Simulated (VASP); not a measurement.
SiC, 2 atoms in the cell. The structure is cubic, space group F-43m (No. 216). Conventional cell: a = 4.329 Å, b = 4.329 Å, c = 4.329 Å, α = 90.00°, β = 90.00°, γ = 90.00°. Within 2.5 Å of Si (site symmetry -43m) lie 4 C at 1.87 Å. C (site symmetry -43m) has 4 Si at 1.87 Å within 2.5 Å. 

| Item | Value |
| --- | --- |
| Program | VASP 6.6.1 |
| Task | single point |
| Functional | LDA |
| Potentials or basis | VASP PAW LDA potentials, release 64 (Si, C) |
| Cutoff | 600 eV |
| k mesh | 10 × 10 × 10 |
| Occupations | gaussian, width 0.01 eV |
| Spin | no spin polarisation |
| Dipole correction | no |
| Further INCAR settings | ALGO = Normal; EDIFF = 1e-06; NBANDS = 11 |

Potentials or basis: VASP PAW LDA potentials, release 64 (Si, C).

Run with:

```bash
$ cat potpaw_LDA.64/Si/POTCAR potpaw_LDA.64/C/POTCAR > POTCAR
$ mpirun -np 1 vasp_std > vasp.out
```

Hardware: 1 thread of Intel(R) Xeon(R) Platinum 8488C (Sapphire Rapids), on a shared host.

Q: How long does it take, and how much memory?

A: It took 5.9 s on 1 thread of Intel(R) Xeon(R) Platinum 8488C (Sapphire Rapids) (shared host), peak memory 0.12 GiB. Counts: scf iterations 11, k points 47.
